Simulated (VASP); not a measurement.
# CoAgC4N4 (P-43m) in VASP: single point with PBE

Aim: the single point of CoAgC4N4 with PBE.

Everything below comes from runs of VASP 6.6.1. Logs are shortened: lines on timing, memory, paths and dates and some standing lists are left out, and cuts for length are marked.

### 1 The cell of the first run

It takes space group P-43m (No. 215, cubic). Conventional cell: a = 6.004 Å, b = 6.004 Å, c = 6.004 Å, α = 90.00°, β = 90.00°, γ = 90.00°. Within 2.7 Å of Co (site symmetry -43m) lie 4 N at 2.01 Å. Ag (site symmetry -43m) has 4 C at 2.02 Å within 2.7 Å. Within 1.6 Å of C (site symmetry 3m) lie 1 N at 1.17 Å. Within 1.6 Å of N (site symmetry 3m) lie 1 C at 1.17 Å.

### 2 Single point, PBE, collinear spin, ferromagnetic start

Input file INCAR:

```
ALGO = Normal ; EDIFF = 1E-6
ENCUT = 520 ; GGA = PE
ISIF = 2 ; ISMEAR = 0
ISPIN = 2 ; LASPH = T
LCHARG = F ; LMAXMIX = 4
LORBIT = 11 ; LREAL = F
LWAVE = F ; MAGMOM = 3 0 0 0 0 0 0 0 0 0
NBANDS = 43 ; NELM = 150
PREC = Accurate ; SIGMA = 0.1
```

Input file KPOINTS:

```
k-points
0
Gamma
  4 4 4
```

Input file POSCAR:

```
CoAgC4N4
1.0
    6.0038654500      0.0000000000      0.0000000000
    0.0000000000      6.0038654500      0.0000000000
    0.0000000000      0.0000000000      6.0038654500
Co Ag C N
1 1 4 4
Direct
    0.5000000000      0.5000000000      0.5000000000
    0.0000000000      0.0000000000      0.0000000000
    0.1944417700      0.1944417700      0.1944417700
    0.1944417700      0.8055582300      0.8055582300
    0.8055582300      0.1944417700      0.8055582300
    0.8055582300      0.8055582300      0.1944417700
    0.3069525900      0.3069525900      0.3069525900
    0.3069525900      0.6930474100      0.6930474100
    0.6930474100      0.3069525900      0.6930474100
    0.6930474100      0.6930474100      0.3069525900
```

Potentials or basis: VASP PAW PBE potentials, release 64 (Co, Ag, C, N).

Run with:

```bash
cat potpaw_PBE.64/Co/POTCAR potpaw_PBE.64/Ag/POTCAR potpaw_PBE.64/C/POTCAR potpaw_PBE.64/N/POTCAR > POTCAR
mpirun -np 1 vasp_std > vasp.out
```

OUTCAR:

```text
EDIFF = 1E-6
   ENCUT = 520
   GGA = PE
   ISIF = 2
   ISMEAR = 0
   ISPIN = 2
   LASPH = T
   LORBIT = 11
   LREAL = F
   NELM = 150
   PREC = Accurate

 ion  position               nearest neighbor table
   1  0.500  0.500  0.500-   7 2.01   8 2.01   9 2.01  10 2.01
   2  0.000  0.000  0.000-   3 2.02   4 2.02   5 2.02   6 2.02
   3  0.194  0.194  0.194-   7 1.17   2 2.02
   4  0.194  0.806  0.806-   8 1.17   2 2.02
   5  0.806  0.194  0.806-   9 1.17   2 2.02
   6  0.806  0.806  0.194-  10 1.17   2 2.02
   7  0.307  0.307  0.307-   3 1.17   1 2.01
   8  0.307  0.693  0.693-   4 1.17   1 2.01
   9  0.693  0.307  0.693-   5 1.17   1 2.01
  10  0.693  0.693  0.307-   6 1.17   1 2.01

  LATTYP: Found a simple cubic cell.
 ALAT       =     6.0038654500

  Lattice vectors:

 A1 = (   6.0038654500,   0.0000000000,   0.0000000000)
 A2 = (   0.0000000000,   6.0038654500,   0.0000000000)
 A3 = (   0.0000000000,   0.0000000000,   6.0038654500)

Analysis of symmetry for initial positions (statically):
=====================================================================
 Subroutine PRICEL returns:
 Original cell was already a primitive cell.

 Routine SETGRP: Setting up the symmetry group for a
 simple cubic supercell.

 Subroutine GETGRP returns: Found 24 space group operations
 (whereof 24 operations were pure point group operations)
 out of a pool of 48 trial point group operations.

The static configuration has the point symmetry T_d .

Analysis of symmetry for dynamics (positions and initial velocities):
=====================================================================
 Subroutine PRICEL returns:
 Original cell was already a primitive cell.

 Routine SETGRP: Setting up the symmetry group for a
 simple cubic supercell.

 Subroutine GETGRP returns: Found 24 space group operations
 (whereof 24 operations were pure point group operations)
 out of a pool of 48 trial point group operations.

The dynamic configuration has the point symmetry T_d .

Analysis of structural, dynamic, and magnetic symmetry:
=====================================================================
 Subroutine PRICEL returns:
 Original cell was already a primitive cell.

 Routine SETGRP: Setting up the symmetry group for a
 simple cubic supercell.

 Subroutine GETGRP returns: Found 24 space group operations
 (whereof 24 operations were pure point group operations)
 out of a pool of 48 trial point group operations.

The overall configuration has the point symmetry T_d .

 Subroutine INISYM returns: Found 24 space group operations
 (whereof 24 operations are pure point group operations),
 and found     1 'primitive' translations

----------------------------------------------------------------------------------------

                                     Primitive cell

  volume of cell :     216.4177

  direct lattice vectors                    reciprocal lattice vectors
     6.003865450  0.000000000  0.000000000     0.166559362  0.000000000  0.000000000
     0.000000000  6.003865450  0.000000000     0.000000000  0.166559362  0.000000000
     0.000000000  0.000000000  6.003865450     0.000000000  0.000000000  0.166559362

  length of vectors
     6.003865450  6.003865450  6.003865450     0.166559362  0.166559362  0.166559362

  position of ions in fractional coordinates (direct lattice)
     0.500000000  0.500000000  0.500000000
     0.000000000  0.000000000  0.000000000
     0.194441770  0.194441770  0.194441770
     0.194441770  0.805558230  0.805558230
     0.805558230  0.194441770  0.805558230
     0.805558230  0.805558230  0.194441770
     0.306952590  0.306952590  0.306952590
     0.306952590  0.693047410  0.693047410
     0.693047410  0.306952590  0.693047410
     0.693047410  0.693047410  0.306952590

  ion indices of the primitive-cell ions
   primitive index   ion index
                 1           1
                 2           2
                 3           3
                 4           4
                 5           5
                 6           6
                 7           7
                 8           8
[... 49 lines left out ...]
 SYSTEM =  unknown system
   PREC   = accura    normal or accurate (medium, high low for compatibility)
   ISTART =      0    job   : 0-new  1-cont  2-samecut
   ICHARG =      2    charge: 1-file 2-atom 10-const
   ISPIN  =      2    spin polarized calculation?
   LNONCOLLINEAR =      F non collinear calculations
   LSORBIT =      F    spin-orbit coupling
   LASPH  =      T    aspherical Exc in radial PAW
   ENCUT  =  520.0 eV  38.22 Ry    6.18 a.u.  11.16 11.16 11.16*2*pi/ulx,y,z
   NELM   =    150;   NELMIN=  2; NELMDL= -5     # of ELM steps
   EDIFF  = 0.1E-05   stopping-criterion for ELM
   LREAL  =      F    real-space projection
   EDIFFG = 0.1E-04   stopping-criterion for IOM
   NSW    =      0    number of steps for IOM
   IBRION =     -1    ionic relax: 0-MD 1-quasi-New 2-CG
   NFREE  =      0    steps in history (QN), initial steepest desc. (CG)
   ISIF   =      2    stress and relaxation
   ISYM   =      2    0-nonsym 1-usesym 2-fastsym
   POTIM  = 0.5000    time-step for ionic-motion
   TEBEG  =    0.0;   TEEND  =   0.0 temperature during run
   PSTRESS=    0.0 pullay stress
   NELECT =      56.0000    total number of electrons
   NUPDOWN=      -1.0000    fix difference up-down
   EMIN   =  10.00;   EMAX   =-10.00  energy-range for DOS
   EFERMI =   0.00;   METHOD = LEGACY
   ISMEAR =     0;   SIGMA  =   0.10  broadening in eV -4-tet -1-fermi 0-gaus
   EFERMI_NEDOS =   21; number of points for ismear=-14 and -15
   IALGO  =     38    algorithm
   IMIX   =      4    mixing-type and parameters
     AMIX     =   0.40;   BMIX     =  1.00
     AMIX_MAG =   1.60;   BMIX_MAG =  1.00
  volume/ion in A,a.u.               =      21.64       146.05
  Fermi-wavevector in a.u.,A,eV,Ry     =   1.043214  1.971388 14.807146  1.088295
  Thomas-Fermi vector in A             =   2.177913
   LORBIT       =     11    0 simple, 1 ext, 2 COOP (PROOUT), +10 PAW based schemes
   GGA     = PE    functional components
   LHFCALC =     F    Hartree Fock is set to
   AEXX    =    0.0000 exact exchange contribution
   IVDW    =     0    specifies the selected vdW correction
   LEPSILON=     F    determine dielectric tensor
   LRPA    =     F    only Hartree local field effects (RPA)
 spin polarized calculation
 Gauss-broadening in eV      SIGMA  =   0.10
  energy-cutoff  :      520.00
  volume of cell :      216.42
 maximum number of plane-waves:      5856
 NGX is ok and might be reduce to    48
   NGX = 23   NGY = 23   NGZ = 23

 number of electron      55.9999977 magnetization       3.5825976

 Free energy of the ion-electron system (eV)
  ---------------------------------------------------
  ext. energy  EPLUGINS =         0.00000000
  ---------------------------------------------------
  free energy    TOTEN  =       -72.73629235 eV

  energy without entropy =      -72.67613330  energy(sigma->0) =      -72.70621283

 E-fermi :  -2.0372     XC(G=0):  -7.0493

 val. band max:       -2.0531481999   @ k =   0.5000   0.2500   0.2500
 cond. band min:      -2.0356739731   @ k =   0.2500   0.2500   0.2500
 fundamental gap:      0.0174742268
 Fermi energy:        -2.0372159405

 spin component 1

 k-point     1 :       0.0000    0.0000    0.0000
  band No.  band energies     occupation
      1     -18.7067      1.00000
      2     -18.6029      1.00000
      3     -18.6029      1.00000
      4     -18.6029      1.00000
      5      -9.1633      1.00000
      6      -8.5832      1.00000
[... 419 lines left out ...]
     39       5.7633      0.00000
     40       6.2959      0.00000
 Fermi energy:        -2.0372159405

 spin component 2

 k-point     1 :       0.0000    0.0000    0.0000
  band No.  band energies     occupation
      1     -18.5759      1.00000
      2     -18.4717      1.00000
      3     -18.4717      1.00000
      4     -18.4717      1.00000
      5      -8.9526      1.00000
      6      -8.2733      1.00000
[... 419 lines left out ...]
     39       6.2831      0.00000
     40       6.4394      0.00000
 [bands above 40 left out]

------------------------ aborting loop because EDIFF is reached ----------------------------------------

  FORCE on cell =-STRESS in cart. coord.  units (eV):
  Direction    XX          YY          ZZ          XY          YZ          ZX
  --------------------------------------------------------------------------------------
  -------------------------------------------------------------------------------------
  Total        1.2153690      1.2153690      1.2153690     -0.0000000     -0.0000000     -0.0000000
  in kB        8.9975837      8.9975837      8.9975837     -0.0000000     -0.0000000     -0.0000000
  external PRESSURE =       8.9975837 kB  Pullay stress =       0.0000000 kB

 VOLUME and BASIS-vectors are now :
 -----------------------------------------------------------------------------
  energy-cutoff  :      520.00
  volume of cell :      216.42
      direct lattice vectors                 reciprocal lattice vectors
     6.003865450  0.000000000  0.000000000     0.166559362  0.000000000  0.000000000
     0.000000000  6.003865450  0.000000000     0.000000000  0.166559362  0.000000000
     0.000000000  0.000000000  6.003865450     0.000000000  0.000000000  0.166559362

 POSITION                                       TOTAL-FORCE (eV/Angst)
 -----------------------------------------------------------------------------------
      3.00193      3.00193      3.00193         0.000000      0.000000     -0.000000
      0.00000      0.00000      0.00000         0.000000      0.000000     -0.000000
      1.16740      1.16740      1.16740         0.350675      0.350675      0.350675
      1.16740      4.83646      4.83646         0.350675     -0.350675     -0.350675
      4.83646      1.16740      4.83646        -0.350675      0.350675     -0.350675
      4.83646      4.83646      1.16740        -0.350675     -0.350675      0.350675
      1.84290      1.84290      1.84290         1.011445      1.011445      1.011445
      1.84290      4.16096      4.16096         1.011445     -1.011445     -1.011445
      4.16096      1.84290      4.16096        -1.011445      1.011445     -1.011445
      4.16096      4.16096      1.84290        -1.011445     -1.011445      1.011445
 -----------------------------------------------------------------------------------
    total drift:                                0.000000      0.000000     -0.000000

  FREE ENERGIE OF THE ION-ELECTRON SYSTEM (eV)
  ---------------------------------------------------
  free  energy   TOTEN  =       -72.7362923528 eV

  energy  without entropy=      -72.6761332992  energy(sigma->0) =      -72.70621283

 total charge

# of ion       s       p       d       tot
------------------------------------------
    1        0.344   0.431   6.961   7.735
    2        0.498   0.720   8.974  10.193
    3        0.966   1.595   0.000   2.561
    4        0.966   1.595   0.000   2.561
    5        0.966   1.595   0.000   2.561
    6        0.966   1.595   0.000   2.561
    7        1.299   2.590   0.000   3.888
    8        1.299   2.590   0.000   3.888
    9        1.299   2.590   0.000   3.888
   10        1.299   2.590   0.000   3.888
--------------------------------------------------
tot          9.901  17.888  15.935  43.724

 magnetization (x)

# of ion       s       p       d       tot
------------------------------------------
    1        0.011   0.057   2.607   2.676
    2        0.000   0.027   0.138   0.165
    3        0.009   0.042   0.000   0.051
    4        0.009   0.042   0.000   0.051
    5        0.009   0.042   0.000   0.051
    6        0.009   0.042   0.000   0.051
    7        0.012   0.056   0.000   0.068
    8        0.012   0.056   0.000   0.068
    9        0.012   0.056   0.000   0.068
   10        0.012   0.056   0.000   0.068
--------------------------------------------------
tot          0.096   0.476   2.745   3.317
```

Run time: 5.4 min. Hardware: 1 thread of Intel Xeon Platinum 8488C (Sapphire Rapids), shared host; peak memory 0.49 GiB.

Results:

| Property | Result |
| --- | --- |
| Free energy | -72.7363 eV |
| Pressure | 0.9 GPa |
| Largest force | 1.752 eV/Å |
| Net moment | 3.58 μB per cell |
| Site moments | Co +2.68; Ag +0.17; C +0.05; N +0.07 μB |
| Valence electrons inside the program's atomic spheres | Co 7.74; Ag 10.19; C 2.56; N 3.89 |

Forces in eV/Å, atoms in the order of the input:
```
Co   0.000  0.000  0.000
Ag   0.000  0.000  0.000
C    0.351  0.351  0.351
C    0.351 -0.351 -0.351
C   -0.351  0.351 -0.351
C   -0.351 -0.351  0.351
N    1.011  1.011  1.011
N    1.011 -1.011 -1.011
N   -1.011  1.011 -1.011
N   -1.011 -1.011  1.011
```

Caveat: a cell with one magnetic atom can't hold antiferromagnetic order, which such compounds often take; forces of over 1 eV/Å act on the atoms, so gaps and moduli don't describe the material at rest. With open d or f shells a metallic result of PBE can be an artefact of self-interaction; +U or a hybrid may open a gap.
